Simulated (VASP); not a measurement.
# CsH (Pm-3m) in VASP: G0W0 quasiparticle levels with r2SCAN

Aim: the G0W0 quasiparticle levels of CsH with r2SCAN.

Everything below comes from runs of VASP 6.6.1. Logs are shortened: lines on timing, memory, paths and dates and some standing lists are left out, and cuts for length are marked.

## (1) The cell of the first run

The structure is cubic, space group Pm-3m (No. 221). Conventional cell: a = 3.813 Å, b = 3.813 Å, c = 3.813 Å, α = 90.00°, β = 90.00°, γ = 90.00°. Cs (site symmetry m-3m) has 8 H at 3.30 Å and 6 Cs at 3.81 Å within 4.3 Å. H (site symmetry m-3m) has 8 Cs at 3.30 Å and 6 H at 3.81 Å within 4.3 Å.

## (2) G0W0 quasiparticle levels, r2SCAN

File POSCAR:

```
CsH
1.0
    3.8130657953      0.0000000000      0.0000000000
    0.0000000000      3.8130657953      0.0000000000
    0.0000000000      0.0000000000      3.8130657953
Cs H
1 1
Direct
    0.0000000000      0.0000000000      0.0000000000
    0.5000000000      0.5000000000      0.5000000000
```

File INCAR.step1:

```
SYSTEM = CsH
PREC = Accurate
ENCUT = 500
EDIFF = 1E-8
ISMEAR = 0
SIGMA = 0.01
LREAL = .False.
LASPH = .True.
NELM = 60
ALGO = Normal
LWAVE = .True.
LCHARG = .False.
METAGGA = R2SCAN
LMIXTAU = .True.
```

File INCAR.step2:

```
SYSTEM = CsH
PREC = Accurate
ENCUT = 500
EDIFF = 1E-8
ISMEAR = 0
SIGMA = 0.01
LREAL = .False.
LASPH = .True.
NELM = 1
ALGO = Exact
LWAVE = .True.
LCHARG = .False.
METAGGA = R2SCAN
LMIXTAU = .True.
NBANDS = 95
LOPTICS = .True.
ISTART = 1
```

File INCAR.step3:

```
SYSTEM = CsH
PREC = Accurate
ENCUT = 500
EDIFF = 1E-8
ISMEAR = 0
SIGMA = 0.01
LREAL = .False.
LASPH = .True.
ALGO = EVGW0
LWAVE = .False.
LCHARG = .False.
METAGGA = R2SCAN
LMIXTAU = .True.
NELMGW = 1
NBANDS = 95
ENCUTGW = 80.0
NOMEGA = 96
PRECFOCK = Fast
ISTART = 1
NBANDSGW = 13
OMEGAMAX = 30
```

File KPOINTS:

```
Automatic mesh
0
Gamma
  4 4 4
  0 0 0
```

Potentials or basis: VASP PAW PBE potentials, release 64 (Cs_sv_GW, H_GW).

Launch:

```console
> cat potpaw_PBE.64/Cs_sv_GW/POTCAR potpaw_PBE.64/H_GW/POTCAR > POTCAR
> cp INCAR.step1 INCAR
> mpirun -np 1 vasp_std > vasp.out
> cp INCAR.step2 INCAR
> mpirun -np 1 vasp_std > vasp.out
> cp INCAR.step3 INCAR
> mpirun -np 1 vasp_std > vasp.out
```

OUTCAR:

```text
SYSTEM = CsH
   PREC = Accurate
   ENCUT = 500
   EDIFF = 1E-8
   ISMEAR = 0
   LREAL = .False.
   LASPH = .True.
   METAGGA = R2SCAN
   NELMGW = 1
   ENCUTGW = 80.0
   PRECFOCK = Fast
   ISTART = 1

 ion  position               nearest neighbor table
   1  0.000  0.000  0.000-
   2  0.500  0.500  0.500-

  LATTYP: Found a simple cubic cell.
 ALAT       =     3.8130657953

  Lattice vectors:

 A1 = (   3.8130657953,   0.0000000000,   0.0000000000)
 A2 = (   0.0000000000,   3.8130657953,   0.0000000000)
 A3 = (   0.0000000000,   0.0000000000,   3.8130657953)

Analysis of symmetry for initial positions (statically):
=====================================================================
 Subroutine PRICEL returns:
 Original cell was already a primitive cell.

 Routine SETGRP: Setting up the symmetry group for a
 simple cubic supercell.

 Subroutine GETGRP returns: Found 48 space group operations
 (whereof 48 operations were pure point group operations)
 out of a pool of 48 trial point group operations.

The static configuration has the point symmetry O_h .

Analysis of symmetry for dynamics (positions and initial velocities):
=====================================================================
 Subroutine PRICEL returns:
 Original cell was already a primitive cell.

 Routine SETGRP: Setting up the symmetry group for a
 simple cubic supercell.

 Subroutine GETGRP returns: Found 48 space group operations
 (whereof 48 operations were pure point group operations)
 out of a pool of 48 trial point group operations.

The dynamic configuration has the point symmetry O_h .

 Subroutine INISYM returns: Found 48 space group operations
 (whereof 48 operations are pure point group operations),
 and found     1 'primitive' translations

----------------------------------------------------------------------------------------

                                     Primitive cell

  volume of cell :      55.4400

  direct lattice vectors                    reciprocal lattice vectors
     3.813065795  0.000000000  0.000000000     0.262256162  0.000000000  0.000000000
     0.000000000  3.813065795  0.000000000     0.000000000  0.262256162  0.000000000
     0.000000000  0.000000000  3.813065795     0.000000000  0.000000000  0.262256162

  length of vectors
     3.813065795  3.813065795  3.813065795     0.262256162  0.262256162  0.262256162

  position of ions in fractional coordinates (direct lattice)
     0.000000000  0.000000000  0.000000000
     0.500000000  0.500000000  0.500000000

  ion indices of the primitive-cell ions
   primitive index   ion index
                 1           1
                 2           2

----------------------------------------------------------------------------------------

 KPOINTS: Automatic mesh

Automatic generation of k-mesh.
 Grid dimensions read from file:
 generate k-points for:    4    4    4

 Generating k-lattice:

  Cartesian coordinates                     Fractional coordinates (reciprocal lattice)
     0.065564040  0.000000000  0.000000000     0.250000000  0.000000000  0.000000000
     0.000000000  0.065564040  0.000000000     0.000000000  0.250000000  0.000000000
     0.000000000  0.000000000  0.065564040     0.000000000  0.000000000  0.250000000

  Length of vectors
     0.065564040  0.065564040  0.065564040

  Shift w.r.t. Gamma in fractional coordinates (k-lattice)
     0.000000000  0.000000000  0.000000000

 Subroutine IBZKPT returns following result:
 ===========================================

 Found     10 irreducible k-points:

 Following reciprocal coordinates:
            Coordinates               Weight
  0.000000  0.000000  0.000000      1.000000
  0.250000  0.000000  0.000000      6.000000
  0.500000  0.000000  0.000000      3.000000
  0.250000  0.250000  0.000000     12.000000
  0.500000  0.250000  0.000000     12.000000
  0.500000  0.500000  0.000000      3.000000
  0.250000  0.250000  0.250000      8.000000
  0.500000  0.250000  0.250000     12.000000
  0.500000  0.500000  0.250000      6.000000
  0.500000  0.500000  0.500000      1.000000
   k-points           NKPTS =     10   k-points in BZ     NKDIM =     64   number of bands    NBANDS=     95
   number of dos      NEDOS =    301   number of ions     NIONS =      2
   total plane-waves  NPLWV =  21952
   dimension x,y,z NGX =    28 NGY =   28 NGZ =   28
   dimension x,y,z NGXF=    56 NGYF=   56 NGZF=   56
   ions per type =               1   1
   NGX,Y,Z   is equivalent  to a cutoff of  12.21, 12.21, 12.21 a.u.
   NGXF,Y,Z  is equivalent  to a cutoff of  24.42, 24.42, 24.42 a.u.
 SYSTEM =  CsH
   PREC   = accura    normal or accurate (medium, high low for compatibility)
   ISTART =      1    job   : 0-new  1-cont  2-samecut
   ICHARG =      0    charge: 1-file 2-atom 10-const
   ISPIN  =      1    spin polarized calculation?
   LNONCOLLINEAR =      F non collinear calculations
   LSORBIT =      F    spin-orbit coupling
   LASPH  =      T    aspherical Exc in radial PAW
   ENCUT  =  500.0 eV  36.75 Ry    6.06 a.u.   6.95  6.95  6.95*2*pi/ulx,y,z
   NELM   =     60;   NELMIN=  2; NELMDL=  0     # of ELM steps
   EDIFF  = 0.1E-07   stopping-criterion for ELM
   LREAL  =      F    real-space projection
   EDIFFG = 0.1E-06   stopping-criterion for IOM
   NSW    =      0    number of steps for IOM
   IBRION =     -1    ionic relax: 0-MD 1-quasi-New 2-CG
   NFREE  =      0    steps in history (QN), initial steepest desc. (CG)
   ISIF   =      0    stress and relaxation
   ISYM   =      3    0-nonsym 1-usesym 2-fastsym
   POTIM  = 0.5000    time-step for ionic-motion
   TEBEG  =    0.0;   TEEND  =   0.0 temperature during run
   PSTRESS=    0.0 pullay stress
   NELECT =      10.0000    total number of electrons
   NUPDOWN=      -1.0000    fix difference up-down
   EMIN   =  10.00;   EMAX   =-10.00  energy-range for DOS
   EFERMI =   0.00;   METHOD = LEGACY
   ISMEAR =     0;   SIGMA  =   0.01  broadening in eV -4-tet -1-fermi 0-gaus
   EFERMI_NEDOS =   21; number of points for ismear=-14 and -15
   IALGO  =     38    algorithm
   IMIX   =      4    mixing-type and parameters
     AMIX     =   0.40;   BMIX     =  1.00
     AMIX_MAG =   1.60;   BMIX_MAG =  1.00
  volume/ion in A,a.u.               =      27.72       187.06
  Fermi-wavevector in a.u.,A,eV,Ry     =   0.924983  1.747965 11.641063  0.855594
  Thomas-Fermi vector in A             =   2.050788
   LORBIT       =      0    0 simple, 1 ext, 2 COOP (PROOUT), +10 PAW based schemes
   METAGGA = R2SCAN    functional components
   LHFCALC =     T    Hartree Fock is set to
   PRECFOCK=fast      Normal, Fast or Accurate (Low or Medium for compatibility)
   ENCUT4O =  -1.0   cutoff for four orbital integrals eV
   NKREDX  =     1    reduce k-point grid by
   NKREDY  =     1    reduce k-point grid by
   NKREDZ  =     1    reduce k-point grid by
   AEXX    =    1.0000 exact exchange contribution
   HFSCREEN=    0.0000 screening length (either q_TF or 0.3 A-1)
   HFSCREENC=   0.0000 screening length for correlation (either q_TF or 0.3 A-1)
   ENCUTFOCK=  -1.0 apply spherical cutoff to Coloumb kernel
   IVDW    =     0    specifies the selected vdW correction
   LEPSILON=     F    determine dielectric tensor
   LRPA    =     F    only Hartree local field effects (RPA)
   LRPAFORCE           =     F    calculate RPA forces
   ENCUTGW             =  80.0    cutoff for response function in eV
   ENCUTGWSOFT         =  64.0    soft cutoff for Coulomb kernel in GW response function in eV
   ENCUTLF             =  -1.0    cutoff for local field effects
   NELMGW              =     1    number of iterations in solving QP/BSE equation
   NELMHF              =     1    number of iterations in the inner HF iteration
   NKREDLFX            =     1    NKREDLFY  =   1   NKREDLFZ  =   1
 non-spin polarized calculation
 Gauss-broadening in eV      SIGMA  =   0.01
  energy-cutoff  :      500.00
  volume of cell :       55.44
 maximum number of plane-waves:      1422
 NGX is ok and might be reduce to    28
  NGX = 16; NGY = 16; NGZ = 16
   NGX = 13   NGY = 13   NGZ = 13
 maximum number of plane-waves:        96
 NGX is ok and might be reduce to    14

 QP shifts <psi_nk| G(iteration)W_0 |psi_nk>: iteration 1
 for sc-GW calculations column KS-energies equals QP-energies in previous step
 and V_xc(KS)=  KS-energies - (<T + V_ion + V_H > + <T+V_H+V_ion>^1  + <V_x>^1)

 k-point   1 :       0.0000    0.0000    0.0000
  band No.  KS-energies  QP-energies   sigma(KS)   V_xc(KS)     V^pw_x(r,r')   Z            occupation Imag(sigma)

      1     -20.8430     -21.0462     -15.1655     -14.8626     -22.6686       0.6708       2.0000       1.2248
      2      -6.5292      -7.7691     -15.2072     -13.6345     -17.6061       0.7884       2.0000       0.1061
      3      -6.5292      -7.7691     -15.2072     -13.6345     -17.6061       0.7884       2.0000       0.1061
      4      -6.5292      -7.7691     -15.2072     -13.6345     -17.6061       0.7884       2.0000       0.1061
      5      -0.2693      -1.4490     -10.7351      -9.1436     -12.8283       0.7413       2.0000       0.1378
      6       5.4415       6.2299      -6.9383      -7.9084      -3.6517       0.8126       0.0000      -0.0857
      7       5.4415       6.2299      -6.9383      -7.9084      -3.6517       0.8126       0.0000      -0.0857
      8       9.6449      10.2292      -8.4267      -9.1908      -4.6289       0.7646       0.0000      -0.1887
      9      11.6964      12.9798      -8.4400     -10.0835      -4.5809       0.7809       0.0000      -0.2184
     10      11.6964      12.9798      -8.4400     -10.0835      -4.5809       0.7809       0.0000      -0.2184
     11      11.6964      12.9798      -8.4400     -10.0835      -4.5809       0.7809       0.0000      -0.2184
     12      12.2083      13.0261      -6.6395      -7.6704      -2.5436       0.7933       0.0000      -0.2347
     13      12.2083      13.0261      -6.6395      -7.6704      -2.5436       0.7933       0.0000      -0.2347

 k-point   2 :       0.2500    0.0000    0.0000
  band No.  KS-energies  QP-energies   sigma(KS)   V_xc(KS)     V^pw_x(r,r')   Z            occupation Imag(sigma)

      1     -20.7616     -20.9617     -15.2167     -14.9197     -22.6905       0.6736       2.0000       1.1963
      2      -7.3746      -8.6997     -14.6162     -12.9093     -17.2243       0.7763       2.0000       0.1770
      3      -6.4520      -7.6837     -15.2619     -13.7023     -17.6495       0.7898       2.0000       0.1026
      4      -6.4520      -7.6837     -15.2619     -13.7023     -17.6495       0.7898       2.0000       0.1026
      5       0.5000      -0.5959     -11.2207      -9.7626     -13.0953       0.7516       2.0000       0.1043
      6       5.7869       6.6164      -7.0484      -8.0713      -3.7363       0.8109       0.0000      -0.0884
      7       5.9295       6.5987      -7.1368      -7.9651      -3.9031       0.8078       0.0000      -0.0868
      8       9.1943       9.8986      -7.4746      -8.3786      -3.7465       0.7790       0.0000      -0.1457
      9       9.3064      10.2656      -7.4152      -8.6227      -3.8709       0.7943       0.0000      -0.1226
     10       9.3064      10.2656      -7.4152      -8.6227      -3.8709       0.7943       0.0000      -0.1226
     11      11.9000      13.2192      -8.5203     -10.2199      -4.6388       0.7762       0.0000      -0.2252
     12      12.5814      13.5995      -6.2004      -7.4524      -1.7873       0.8132       0.0000      -0.3600
     13      13.3873      14.2930      -7.4879      -8.6432      -3.1235       0.7840       0.0000      -0.3988
[... 106 lines left out ...]
      1     -20.4453     -20.6325     -15.4108     -15.1382     -22.7799       0.6866       2.0000       1.0882
      2      -7.6398      -9.0031     -14.6452     -12.9000     -17.2087       0.7812       2.0000       0.1278
      3      -7.6398      -9.0031     -14.6452     -12.9000     -17.2087       0.7812       2.0000       0.1278
      4      -6.9224      -8.2101     -15.0208     -13.3879     -17.4664       0.7886       2.0000       0.1070
      5       0.8720      -0.1506     -11.0507      -9.6897     -12.7843       0.7513       2.0000       0.0946
      6       5.9669       6.6278      -6.6843      -7.4980      -3.5138       0.8123       0.0000      -0.0833
      7       5.9669       6.6278      -6.6843      -7.4980      -3.5138       0.8123       0.0000      -0.0833
      8       6.4686       7.1786      -7.4170      -8.3024      -4.3310       0.8019       0.0000      -0.0852
      9       8.9562       9.8121      -7.5733      -8.6625      -3.8480       0.7859       0.0000      -0.1428
     10      12.6671      13.3113      -7.4044      -8.2184      -3.2283       0.7914       0.0000      -0.3502
     11      12.6671      13.3113      -7.4044      -8.2184      -3.2283       0.7914       0.0000      -0.3502
     12      13.9178      15.6642      -8.9849     -11.1000      -4.9073       0.8257       0.0000      -0.4644
     13      14.7489      16.5267      -7.5750      -9.8476      -2.8937       0.7823       0.0000      -0.3669

 k-point  10 :       0.5000    0.5000    0.5000
  band No.  KS-energies  QP-energies   sigma(KS)   V_xc(KS)     V^pw_x(r,r')   Z            occupation Imag(sigma)

      1     -20.3682     -20.5495     -15.4546     -15.1903     -22.8017       0.6859       2.0000       1.0617
      2      -7.5238      -8.8765     -14.7474     -13.0188     -17.2941       0.7826       2.0000       0.1222
      3      -7.5238      -8.8765     -14.7474     -13.0188     -17.2941       0.7826       2.0000       0.1222
      4      -7.5238      -8.8765     -14.7474     -13.0188     -17.2941       0.7826       2.0000       0.1222
      5       1.6039       0.6175     -11.6901     -10.4016     -13.3969       0.7655       2.0000       0.0836
      6       4.7811       5.3907      -6.5338      -7.2773      -3.5329       0.8200       0.0000      -0.0737
      7       4.7811       5.3907      -6.5338      -7.2773      -3.5329       0.8200       0.0000      -0.0737
      8       4.7811       5.3907      -6.5338      -7.2773      -3.5329       0.8200       0.0000      -0.0737
      9      13.6980      14.6141      -7.3191      -8.4663      -2.7611       0.7986       0.0000      -0.3794
     10      13.6980      14.6141      -7.3191      -8.4663      -2.7611       0.7986       0.0000      -0.3794
     11      13.6980      14.6141      -7.3191      -8.4663      -2.7611       0.7986       0.0000      -0.3794
     12      14.0770      15.8473      -9.0808     -11.2413      -4.9888       0.8194       0.0000      -0.4710
     13      14.0770      15.8473      -9.0808     -11.2413      -4.9888       0.8194       0.0000      -0.4710
```

It took 4 min on 1 thread of AMD EPYC 7R43 (Zen 3), shared host; peak memory 0.65 GiB.

Results:

```yaml
Quasiparticle_gap: 4.72 eV
Least_direct_quasiparticle_gap: 4.77 eV
Band_gap_of_the_starting_levels_on_the_mesh: 3.18 eV
Least_direct_gap_of_the_starting_levels_on_the_mesh: 3.18 eV
```

Caveat: the k points lie up to 0.41 Å⁻¹ apart; bands, screening cutoff and mesh are small and nothing is extrapolated, so the quasiparticle values aren't converged; spin-orbit coupling is left out, which moves the levels of the heavy elements.
